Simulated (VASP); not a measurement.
# K2S (Fm-3m) in VASP: further runs

K2S is run at these levels: PBE, HSE06; tasks: single point.

All numbers are computed with VASP 6.6.1; they aren't measurements. Logs are shortened: lines on timing, memory, paths and dates and some standing lists are left out, and cuts for length are marked.

## 1. The cell of the first run

Symmetry: Fm-3m, No. 225, cubic system. The conventional cell has a = 7.406 Å, b = 7.406 Å, c = 7.406 Å, α = 90.00°, β = 90.00°, γ = 90.00°. Within 4.2 Å of S (site symmetry m-3m) lie 8 K at 3.21 Å. K (site symmetry -43m) has 4 S at 3.21 Å and 6 K at 3.70 Å within 4.2 Å.

## 2. Single point, PBE

Contents of INCAR:

```
PREC = Accurate
ENCUT = 500
EDIFF = 1E-6
ISMEAR = 0
SIGMA = 0.01
LREAL = F
LASPH = T
NELM = 120
ALGO = Normal
ISIF = 2
LWAVE = F
LCHARG = T
GGA = PE
LELF = T
LVHAR = T
NBANDS = 19
GGA_COMPAT = F
```

Contents of KPOINTS:

```
regular mesh
0
Gamma
  4 4 4
```

Contents of POSCAR:

```
K2S
1.0
    0.0000000000      3.7027568507      3.7027568507
    3.7027568507      0.0000000000      3.7027568507
    3.7027568507      3.7027568507      0.0000000000
S K
1 2
Direct
    0.0000000000      0.0000000000      0.0000000000
    0.2500000000      0.2500000000      0.2500000000
    0.7500000000      0.7500000000      0.7500000000
```

Potentials or basis: VASP PAW PBE potentials, release 64 (S, K_sv).

Started as:

```bash
$ cat potpaw_PBE.64/S/POTCAR potpaw_PBE.64/K_sv/POTCAR > POTCAR
$ mpirun -np 1 vasp_std > vasp.out
```

OUTCAR:

```text
PREC = Accurate
   ENCUT = 500
   EDIFF = 1E-6
   ISMEAR = 0
   LREAL = F
   LASPH = T
   NELM = 120
   ISIF = 2
   GGA = PE

 ion  position               nearest neighbor table
   1  0.000  0.000  0.000-   3 3.21   3 3.21   3 3.21   2 3.21   3 3.21   2 3.21   2 3.21   2 3.21

   2  0.250  0.250  0.250-   1 3.21   1 3.21   1 3.21   1 3.21   3 3.70   3 3.70   3 3.70   3 3.70
                             3 3.70   3 3.70
   3  0.750  0.750  0.750-   1 3.21   1 3.21   1 3.21   1 3.21   2 3.70   2 3.70   2 3.70   2 3.70
                             2 3.70   2 3.70

  LATTYP: Found a face centered cubic cell.
 ALAT       =     7.4055137014

  Lattice vectors:

 A1 = (   0.0000000000,   3.7027568507,   3.7027568507)
 A2 = (   3.7027568507,   0.0000000000,   3.7027568507)
 A3 = (   3.7027568507,   3.7027568507,   0.0000000000)

Analysis of symmetry for initial positions (statically):
=====================================================================
 Subroutine PRICEL returns:
 Original cell was already a primitive cell.

 Routine SETGRP: Setting up the symmetry group for a
 face centered cubic supercell.

 Subroutine GETGRP returns: Found 48 space group operations
 (whereof 48 operations were pure point group operations)
 out of a pool of 48 trial point group operations.

The static configuration has the point symmetry O_h .

Analysis of symmetry for dynamics (positions and initial velocities):
=====================================================================
 Subroutine PRICEL returns:
 Original cell was already a primitive cell.

 Routine SETGRP: Setting up the symmetry group for a
 face centered cubic supercell.

 Subroutine GETGRP returns: Found 48 space group operations
 (whereof 48 operations were pure point group operations)
 out of a pool of 48 trial point group operations.

The dynamic configuration has the point symmetry O_h .

 Subroutine INISYM returns: Found 48 space group operations
 (whereof 48 operations are pure point group operations),
 and found     1 'primitive' translations

----------------------------------------------------------------------------------------

                                     Primitive cell

  volume of cell :     101.5326

  direct lattice vectors                    reciprocal lattice vectors
     0.000000000  3.702756851  3.702756851    -0.135034522  0.135034522  0.135034522
     3.702756851  0.000000000  3.702756851     0.135034522 -0.135034522  0.135034522
     3.702756851  3.702756851  0.000000000     0.135034522  0.135034522 -0.135034522

  length of vectors
     5.236488956  5.236488956  5.236488956     0.233886652  0.233886652  0.233886652

  position of ions in fractional coordinates (direct lattice)
     0.000000000  0.000000000  0.000000000
     0.250000000  0.250000000  0.250000000
     0.750000000  0.750000000  0.750000000

  ion indices of the primitive-cell ions
   primitive index   ion index
                 1           1
                 2           2
                 3           3

----------------------------------------------------------------------------------------

 KPOINTS: regular mesh

Automatic generation of k-mesh.
 Grid dimensions read from file:
 generate k-points for:    4    4    4

 Generating k-lattice:

  Cartesian coordinates                     Fractional coordinates (reciprocal lattice)
    -0.033758630  0.033758630  0.033758630     0.250000000  0.000000000  0.000000000
     0.033758630 -0.033758630  0.033758630     0.000000000  0.250000000  0.000000000
     0.033758630  0.033758630 -0.033758630     0.000000000  0.000000000  0.250000000

  Length of vectors
     0.058471663  0.058471663  0.058471663

  Shift w.r.t. Gamma in fractional coordinates (k-lattice)
     0.000000000  0.000000000  0.000000000

 Subroutine IBZKPT returns following result:
 ===========================================

 Found      8 irreducible k-points:

 Following reciprocal coordinates:
            Coordinates               Weight
  0.000000  0.000000  0.000000      1.000000
  0.250000  0.000000  0.000000      8.000000
  0.500000  0.000000  0.000000      4.000000
  0.250000  0.250000  0.000000      6.000000
  0.500000  0.250000  0.000000     24.000000
 -0.250000  0.250000  0.000000     12.000000
  0.500000  0.500000  0.000000      3.000000
 -0.250000  0.500000  0.250000      6.000000
   k-points           NKPTS =      8   k-points in BZ     NKDIM =      8   number of bands    NBANDS=     19
   number of dos      NEDOS =    301   number of ions     NIONS =      3
   total plane-waves  NPLWV =  64000
   dimension x,y,z NGX =    40 NGY =   40 NGZ =   40
   dimension x,y,z NGXF=    80 NGYF=   80 NGZF=   80
   ions per type =               1   2
   NGX,Y,Z   is equivalent  to a cutoff of  12.70, 12.70, 12.70 a.u.
   NGXF,Y,Z  is equivalent  to a cutoff of  25.40, 25.40, 25.40 a.u.
 SYSTEM =  unknown system
   PREC   = accura    normal or accurate (medium, high low for compatibility)
   ISTART =      0    job   : 0-new  1-cont  2-samecut
   ICHARG =      2    charge: 1-file 2-atom 10-const
   ISPIN  =      1    spin polarized calculation?
   LNONCOLLINEAR =      F non collinear calculations
   LSORBIT =      F    spin-orbit coupling
   LASPH  =      T    aspherical Exc in radial PAW
   ENCUT  =  500.0 eV  36.75 Ry    6.06 a.u.   9.55  9.55  9.55*2*pi/ulx,y,z
   NELM   =    120;   NELMIN=  2; NELMDL= -5     # of ELM steps
   EDIFF  = 0.1E-05   stopping-criterion for ELM
   LREAL  =      F    real-space projection
   EDIFFG = 0.1E-04   stopping-criterion for IOM
   NSW    =      0    number of steps for IOM
   IBRION =     -1    ionic relax: 0-MD 1-quasi-New 2-CG
   NFREE  =      0    steps in history (QN), initial steepest desc. (CG)
   ISIF   =      2    stress and relaxation
   ISYM   =      2    0-nonsym 1-usesym 2-fastsym
   POTIM  = 0.5000    time-step for ionic-motion
   TEBEG  =    0.0;   TEEND  =   0.0 temperature during run
   PSTRESS=    0.0 pullay stress
   NELECT =      24.0000    total number of electrons
   NUPDOWN=      -1.0000    fix difference up-down
   EMIN   =  10.00;   EMAX   =-10.00  energy-range for DOS
   EFERMI =   0.00;   METHOD = LEGACY
   ISMEAR =     0;   SIGMA  =   0.01  broadening in eV -4-tet -1-fermi 0-gaus
   EFERMI_NEDOS =   21; number of points for ismear=-14 and -15
   IALGO  =     38    algorithm
   IMIX   =      4    mixing-type and parameters
     AMIX     =   0.40;   BMIX     =  1.00
     AMIX_MAG =   1.60;   BMIX_MAG =  1.00
  volume/ion in A,a.u.               =      33.84       228.39
  Fermi-wavevector in a.u.,A,eV,Ry     =   1.012224  1.912826 13.940500  1.024598
  Thomas-Fermi vector in A             =   2.145321
   LORBIT       =      0    0 simple, 1 ext, 2 COOP (PROOUT), +10 PAW based schemes
   GGA     = PE    functional components
   LHFCALC =     F    Hartree Fock is set to
   AEXX    =    0.0000 exact exchange contribution
   IVDW    =     0    specifies the selected vdW correction
   LEPSILON=     F    determine dielectric tensor
   LRPA    =     F    only Hartree local field effects (RPA)
 non-spin polarized calculation
 Gauss-broadening in eV      SIGMA  =   0.01
  energy-cutoff  :      500.00
  volume of cell :      101.53
 maximum number of plane-waves:      2637
 NGX is ok and might be reduce to    40
   NGX = 19   NGY = 19   NGZ = 19

 number of electron      23.9999996 magnetization

 Free energy of the ion-electron system (eV)
  ---------------------------------------------------
  ext. energy  EPLUGINS =         0.00000000
  ---------------------------------------------------
  free energy    TOTEN  =        -9.41636136 eV

  energy without entropy =       -9.41636136  energy(sigma->0) =       -9.41636136

 E-fermi :  -0.2370     XC(G=0):  -7.3361

 val. band max:       -0.3477763786   @ k =   0.5000   0.5000   0.0000
 cond. band min:       2.0314342436   @ k =   0.0000   0.0000   0.0000
 fundamental gap:      2.3792106222
 Fermi energy:        -0.2370317999

 k-point     1 :       0.0000    0.0000    0.0000
  band No.  band energies     occupation
      1     -29.5685      2.00000
      2     -29.4863      2.00000
      3     -13.1623      2.00000
      4     -13.1623      2.00000
      5     -13.1623      2.00000
      6     -12.9251      2.00000
[... 11 lines left out ...]
     18       7.1236      0.00000
     19       8.0560      0.00000

 k-point     2 :       0.2500    0.0000    0.0000
  band No.  band energies     occupation
      1     -29.5560      2.00000
      2     -29.4979      2.00000
      3     -13.1515      2.00000
      4     -13.1317      2.00000
      5     -13.1317      2.00000
      6     -13.0069      2.00000
[... 11 lines left out ...]
     18       7.3394      0.00000
     19       7.3394      0.00000

 k-point     3 :       0.5000    0.0000    0.0000
  band No.  band energies     occupation
      1     -29.5265      2.00000
      2     -29.5264      2.00000
      3     -13.1523      2.00000
      4     -13.0711      2.00000
      5     -13.0566      2.00000
      6     -13.0566      2.00000
[... 11 lines left out ...]
     18       7.2547      0.00000
     19       7.3979      0.00000

 k-point     4 :       0.2500    0.2500    0.0000
  band No.  band energies     occupation
      1     -29.5541      2.00000
      2     -29.4994      2.00000
      3     -13.1932      2.00000
      4     -13.1932      2.00000
      5     -13.1552      2.00000
      6     -13.0124      2.00000
[... 11 lines left out ...]
     18       7.0782      0.00000
     19       7.2944      0.00000

 k-point     5 :       0.5000    0.2500    0.0000
  band No.  band energies     occupation
      1     -29.5359      2.00000
      2     -29.5166      2.00000
      3     -13.2851      2.00000
      4     -13.1846      2.00000
      5     -13.1725      2.00000
      6     -12.9467      2.00000
[... 11 lines left out ...]
     18       7.0405      0.00000
     19       7.7244      0.00000

 k-point     6 :      -0.2500    0.2500    0.0000
  band No.  band energies     occupation
      1     -29.5401      2.00000
      2     -29.5127      2.00000
      3     -13.2562      2.00000
      4     -13.1268      2.00000
      5     -13.0762      2.00000
      6     -13.0449      2.00000
[... 11 lines left out ...]
     18       6.8737      0.00000
     19       7.6839      0.00000

 k-point     7 :       0.5000    0.5000    0.0000
  band No.  band energies     occupation
      1     -29.5396      2.00000
      2     -29.5124      2.00000
      3     -13.3647      2.00000
      4     -13.2236      2.00000
      5     -13.2236      2.00000
      6     -12.8883      2.00000
[... 11 lines left out ...]
     18       7.2485      0.00000
     19       7.4112      0.00000

 k-point     8 :      -0.2500    0.5000    0.2500
  band No.  band energies     occupation
      1     -29.5260      2.00000
      2     -29.5260      2.00000
      3     -13.3394      2.00000
      4     -13.2505      2.00000
      5     -13.0594      2.00000
      6     -13.0594      2.00000
[... 11 lines left out ...]
     18       6.9450      0.00000
     19       7.4887      0.00000

------------------------ aborting loop because EDIFF is reached ----------------------------------------

  FORCE on cell =-STRESS in cart. coord.  units (eV):
  Direction    XX          YY          ZZ          XY          YZ          ZX
  --------------------------------------------------------------------------------------
  -------------------------------------------------------------------------------------
  Total        0.3028183      0.3028183      0.3028183      0.0000000      0.0000000     -0.0000000
  in kB        4.7784502      4.7784502      4.7784502      0.0000000      0.0000000     -0.0000000
  external PRESSURE =       4.7784502 kB  Pullay stress =       0.0000000 kB

 VOLUME and BASIS-vectors are now :
 -----------------------------------------------------------------------------
  energy-cutoff  :      500.00
  volume of cell :      101.53
      direct lattice vectors                 reciprocal lattice vectors
     0.000000000  3.702756851  3.702756851    -0.135034522  0.135034522  0.135034522
     3.702756851  0.000000000  3.702756851     0.135034522 -0.135034522  0.135034522
     3.702756851  3.702756851  0.000000000     0.135034522  0.135034522 -0.135034522

 POSITION                                       TOTAL-FORCE (eV/Angst)
 -----------------------------------------------------------------------------------
      0.00000      0.00000      0.00000         0.000000      0.000000      0.000000
      1.85138      1.85138      1.85138        -0.000000     -0.000000      0.000000
      5.55414      5.55414      5.55414        -0.000000     -0.000000     -0.000000
 -----------------------------------------------------------------------------------
    total drift:                               -0.000000     -0.000000      0.000000

  FREE ENERGIE OF THE ION-ELECTRON SYSTEM (eV)
  ---------------------------------------------------
  free  energy   TOTEN  =        -9.4163613598 eV

  energy  without entropy=       -9.4163613598  energy(sigma->0) =       -9.41636136
```

It took 30 s on 1 thread of Intel Xeon 8259CL, shared host; peak memory 0.2 GiB.

What came out:

* Free energy: -9.4164 eV
* Pressure: 0.5 GPa
* Band gap on the k mesh: 2.38 eV (least direct gap 2.57 eV)

Levels at points of the mesh, in eV from the valence-band top:
```
           k point  band 8  band 9  band 10  band 11  band 12  band 13  band 14  band 15  band 16  band 17
(0.00, 0.00, 0.00)  -12.58   -9.61    -0.19    -0.19    -0.19     2.38     5.46     5.46     7.47     7.47
(0.50, 0.00, 0.00)  -12.70   -9.42    -0.62    -0.07    -0.07     4.72     5.02     5.82     5.82     7.60
(0.50, 0.50, 0.00)  -12.51   -9.37    -0.74     0.00     0.00     3.51     5.29     6.59     6.62     7.60
```

Caveat: the structure was generated, so it needn't be the stable form of K2S. A k mesh can miss the band edges.

## 3. Single point, HSE06

POSCAR is that of step 2.

Contents of INCAR.step1:

```
  PREC = Accurate
  ENCUT = 400
  EDIFF = 1E-5
  ISMEAR = 0
  SIGMA = 0.01
  LREAL = F
  LASPH = T
  NELM = 120
  ALGO = Normal
  ISIF = 2
  LWAVE = T
  LCHARG = F
  NBANDS = 19
  GGA = PE
  GGA_COMPAT = F
```

Contents of INCAR.step2:

```
  PREC = Accurate
  ENCUT = 400
  EDIFF = 1E-6
  ISMEAR = 0
  SIGMA = 0.01
  LREAL = F
  LASPH = T
  NELM = 120
  ALGO = Normal
  ISIF = 2
  LWAVE = F
  LCHARG = F
  GGA = PE
  LHFCALC = T
  HFSCREEN = 0.2079
  PRECFOCK = Normal
  NBANDS = 19
  ISTART = 1
  GGA_COMPAT = F
```

KPOINTS is that of step 2.

Potentials or basis: VASP PAW PBE potentials, release 64 (S, K_sv).

Started as:

```bash
$ cat potpaw_PBE.64/S/POTCAR potpaw_PBE.64/K_sv/POTCAR > POTCAR
$ cp INCAR.step1 INCAR
$ mpirun -np 1 vasp_std > vasp.out
$ cp INCAR.step2 INCAR
$ mpirun -np 1 vasp_std > vasp.out
```

It took 28 min on 1 thread of Intel Xeon 8259CL, shared host; peak memory 0.29 GiB.

Results (log left out):

```yaml
Free_energy: -10.8455 eV
Pressure: 0.2 GPa
Band_gap_on_the_k_mesh: 3.31 eV (least direct gap 3.49 eV)
```

Levels at points of the mesh, in eV from the valence-band top:
```tsv
k point	band 9	band 10	band 11	band 12	band 13	band 14	band 15	band 16
(0.00, 0.00, 0.00)	-10.61	-0.18	-0.18	-0.18	3.31	6.70	6.70	8.76
(0.50, 0.00, 0.00)	-10.38	-0.64	-0.06	-0.06	5.72	6.07	6.95	6.95
(0.50, 0.50, 0.00)	-10.32	-0.76	0.00	0.00	4.44	6.45	7.81	8.00
```

Caveat: the structure was generated, so it needn't be the stable form of K2S; the PAW data sets were made with another functional, which shifts forces and pressure a little.
